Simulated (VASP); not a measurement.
# Ta2N (P-3m1) in VASP: notebook, part 2 of 2

VASP 6.6.1.

### 4 Single point, LDA (12.57 Å³/atom)

This run uses another cell than the first one, of 12.57 Å³/atom.

Contents of INCAR:

```
ALGO     = Normal         # electronic algorithm
EDIFF    = 1E-6           # SCF threshold, eV
ENCUT    = 700            # plane-wave cutoff, eV
GGA      = CA             # functional
GGA_COMPAT= F            
ISIF     = 2              # what is computed and relaxed
ISMEAR   = 0              # smearing method
LASPH    = T              # aspherical terms in the spheres
LCHARG   = F              # write CHGCAR
LREAL    = F              # projectors in reciprocal space
LWAVE    = F              # write WAVECAR
NBANDS   = 22             # bands
NELM     = 120            # most SCF steps
PREC     = Accurate       # precision mode
SIGMA    = 0.1            # smearing width, eV
```

Contents of KPOINTS:

```
k-points
0
Gamma
  15 15 10
```

Contents of POSCAR:

```
Ta2N
1.0
    3.0270993319     -0.0000000028      0.0000000000
   -1.5135496635      2.6215449226      0.0000000000
    0.0000000000      0.0000000000      4.7510267226
Ta N
2 1
Direct
    0.6666666667      0.3333333333      0.7448855633
    0.3333333333      0.6666666667      0.2551144367
    0.0000000000      0.0000000000      0.0000000000
```

Potentials or basis: VASP PAW LDA potentials, release 64 (Ta_sv_GW, N).

Started as:

```bash
$ cat potpaw_LDA.64/Ta_sv_GW/POTCAR potpaw_LDA.64/N/POTCAR > POTCAR
$ mpirun -np 1 vasp_std > vasp.out
```

OUTCAR:

```text
EDIFF = 1E-6
   ENCUT = 700
   GGA = CA
   ISIF = 2
   ISMEAR = 0
   LASPH = T
   LREAL = F
   NELM = 120
   PREC = Accurate

 ion  position               nearest neighbor table
   1  0.667  0.333  0.745-   3 2.13   3 2.13   3 2.13   2 2.91   2 2.91   2 2.91   2 2.99   2 2.99
                             2 2.99
   2  0.333  0.667  0.255-   3 2.13   3 2.13   3 2.13   1 2.91   1 2.91   1 2.91   1 2.99   1 2.99
                             1 2.99
   3  0.000  0.000  0.000-   1 2.13   2 2.13   2 2.13   1 2.13   1 2.13   2 2.13

  LATTYP: Found a hexagonal cell.
 ALAT       =     3.0270993319
 C/A-ratio  =     1.5694981240

  Lattice vectors:

 A1 = (   3.0270993319,  -0.0000000028,   0.0000000000)
 A2 = (  -1.5135496635,   2.6215449226,   0.0000000000)
 A3 = (   0.0000000000,   0.0000000000,   4.7510267226)

Analysis of symmetry for initial positions (statically):
=====================================================================
 Subroutine PRICEL returns:
 Original cell was already a primitive cell.

[... 168 lines left out ...]
  free energy    TOTEN  =       -42.61776789 eV

  energy without entropy =      -42.61241151  energy(sigma->0) =      -42.61508970

 E-fermi :  12.6794     XC(G=0): -13.9208

 val. band max:       12.6752829490   @ k =  -0.0000   0.2667   0.3000
 cond. band min:      12.6799789268   @ k =  -0.2667  -0.4000   0.4000
 fundamental gap:      0.0046959778
 Fermi energy:        12.6794137231

 k-point     1 :       0.0000    0.0000    0.0000
  band No.  band energies     occupation
      1     -55.3755      2.00000
      2     -55.2621      2.00000
      3     -22.8360      2.00000
      4     -21.8397      2.00000
      5     -21.8397      2.00000
      6     -21.6793      2.00000
[... 589 lines left out ...]
     21      17.4618      0.00000
     22      19.4484      0.00000

 [... further k-points ...]

------------------------ aborting loop because EDIFF is reached ----------------------------------------

  FORCE on cell =-STRESS in cart. coord.  units (eV):
  Direction    XX          YY          ZZ          XY          YZ          ZX
  --------------------------------------------------------------------------------------
  -------------------------------------------------------------------------------------
  Total        2.5551127      2.5551127      2.5064026      0.0000000     -0.0000000      0.0000000
  in kB      108.5798400    108.5798400    106.5098969      0.0000000     -0.0000000      0.0000000
  external PRESSURE =     107.8898589 kB  Pullay stress =       0.0000000 kB

 VOLUME and BASIS-vectors are now :
 -----------------------------------------------------------------------------
  energy-cutoff  :      700.00
  volume of cell :       37.70
      direct lattice vectors                 reciprocal lattice vectors
     3.027099332 -0.000000003  0.000000000     0.330349252  0.190727229  0.000000000
    -1.513549664  2.621544923  0.000000000     0.000000000  0.381454459  0.000000000
     0.000000000  0.000000000  4.751026723     0.000000000  0.000000000  0.210480820

 POSITION                                       TOTAL-FORCE (eV/Angst)
 -----------------------------------------------------------------------------------
      1.51355      0.87385      3.53897        -0.000000      0.000000     -0.042590
      0.00000      1.74770      1.21206         0.000000     -0.000000      0.042590
      0.00000      0.00000      0.00000         0.000000      0.000000      0.000000
 -----------------------------------------------------------------------------------
    total drift:                                0.000000     -0.000000      0.000000

  FREE ENERGIE OF THE ION-ELECTRON SYSTEM (eV)
  ---------------------------------------------------
  free  energy   TOTEN  =       -42.6177678875 eV

  energy  without entropy=      -42.6124115127  energy(sigma->0) =      -42.61508970
```

stdout:

```text
POSCAR found type information on POSCAR TaN
 POSCAR found :  2 types and       3 ions
 scaLAPACK will be used
 LDA part: xc-table for (Slater(with rela. corr.)+CA(PZ))
 , standard interpolation
 POSCAR, INCAR and KPOINTS ok, starting setup
 FFT: planning ... GRIDC
 FFT: planning ... GRID_SOFT
 FFT: planning ... GRID
 WAVECAR not read
 entering main loop
```

Run time: 4.5 min. Hardware: 1 thread of Intel Xeon Platinum 8259CL at 2.50GHz (Skylake/Cascade Lake), shared host; peak memory 0.39 GiB.

What came out:

```yaml
Free_energy: -42.6178 eV
Pressure: 10.8 GPa
Largest_force: 0.043 eV/Å
Band_gap_on_the_k_mesh: zero (an odd number of electrons rules out a gap without spin polarisation)
```

Forces on the atoms (eV/Å):
```
Ta   0.000  0.000 -0.043
Ta   0.000  0.000  0.043
N    0.000  0.000  0.000
```

Levels at points of the mesh, in eV from the Fermi level:
| k point | band 11 | band 12 | band 13 | band 14 | band 15 | band 16 | band 17 | band 18 | band 19 | band 20 |
| --- | --- | --- | --- | --- | --- | --- | --- | --- | --- | --- |
| (0.00, 0.00, 0.00) | -6.39 | -6.39 | -4.71 | -0.77 | -0.27 | -0.27 | 0.31 | 0.31 | 0.33 | 1.26 |
| (0.00, 0.00, 0.50) | -6.59 | -6.59 | -3.04 | -2.54 | -1.23 | -1.23 | 1.96 | 2.53 | 2.53 | 2.54 |

Caveat: the cell stands under pressure; spin-orbit coupling is left out, which moves the levels of the heavy elements.

### 5 Single point, LDA (13.34 Å³/atom)

This run uses another cell than the first one, of 13.34 Å³/atom.

Contents of INCAR:

```
SYSTEM = Ta2N
PREC = Accurate ; ENCUT = 700
EDIFF = 1E-6 ; ISMEAR = 0
SIGMA = 0.1 ; LREAL = .False.
LASPH = .True. ; NELM = 120
ALGO = Normal ; ISIF = 2
LWAVE = .False. ; LCHARG = .False.
GGA = CA ; NBANDS = 22
GGA_COMPAT = .False.
```

Contents of KPOINTS:

```
Automatic mesh
0
Gamma
  15 15 10
  0 0 0
```

Contents of POSCAR:

```
Ta2N
1.0
    3.0970807931     -0.0000000028      0.0000000000
   -1.5485403941      2.6821506459      0.0000000000
    0.0000000000      0.0000000000      4.8194917177
Ta N
2 1
Direct
    0.6666666667      0.3333333333      0.7488587060
    0.3333333333      0.6666666667      0.2511412940
    0.0000000000      0.0000000000      0.0000000000
```

Started as:

```bash
$ cat potpaw_LDA.64/Ta_sv_GW/POTCAR potpaw_LDA.64/N/POTCAR > POTCAR
$ mpirun -np 1 vasp_std > vasp.out
```

Wall time 3 min (1 thread of AMD EPYC 9R45 (Zen 5), shared host); peak memory 0.37 GiB.

It converged, with:

- Free energy: -42.6377 eV
- Pressure: -7.4 GPa
- Largest force: 0.036 eV/Å
- Band gap on the k mesh: zero (an odd number of electrons rules out a gap without spin polarisation)

Forces on the atoms (eV/Å):
```
Ta   0.000  0.000 -0.036
Ta   0.000  0.000  0.036
N    0.000  0.000  0.000
```

Stress tensor (GPa, compression positive):
```
-7.33  0.00  0.00
 0.00 -7.33  0.00
 0.00  0.00 -7.53
```

Levels at points of the mesh, in eV from the Fermi level:
```
           k point  band 11  band 12  band 13  band 14  band 15  band 16  band 17  band 18  band 19  band 20
(0.00, 0.00, 0.00)    -6.28    -6.28    -4.72    -0.62    -0.29    -0.29     0.22     0.22     0.43     1.30
(0.00, 0.00, 0.50)    -6.45    -6.45    -2.67    -2.59    -1.20    -1.20     1.86     2.05     2.26     2.26
```

Caveat: the cell stands under tension; spin-orbit coupling is left out, which moves the levels of the heavy elements.

### 6 Summary

```csv
task,cell,k mesh,gap on the mesh (eV),pressure (GPa),largest force (eV/Å)
relaxation of cell and atoms,"relaxed from a = 3.113, b = 3.113, c = 4.870 Å, angles 90.0, 90.0, 120.0°, 3 atoms, atomic positions A",9 × 9 × 4,none,0.3,0.02
single point,"a = 3.062, b = 3.062, c = 4.787 Å, angles 90.0, 90.0, 120.0°, 3 atoms, atomic positions B",15 × 15 × 10,none,0.9,0.04
single point,"a = 3.027, b = 3.027, c = 4.751 Å, angles 90.0, 90.0, 120.0°, 3 atoms, atomic positions C",15 × 15 × 10,none,10.8,0.04
single point,"a = 3.097, b = 3.097, c = 4.819 Å, angles 90.0, 90.0, 120.0°, 3 atoms, atomic positions D",15 × 15 × 10,none,-7.4,0.04
```

Alike in all rows: level LDA; potentials or basis VASP PAW LDA potentials, release 64 (Ta_sv_GW, N); no spin polarisation; cutoff (eV) 700; smearing gaussian 0.1 eV.

Caveats: spin-orbit coupling is left out, which moves the levels of the heavy elements; the cell stands under pressure (at least some runs); the cell stands under tension (at least some runs).

Total energies depend on the potentials used, so only differences within one code and one set of settings carry meaning.

The gap in the log of VASP goes by the Fermi energy; the results here count the filled bands.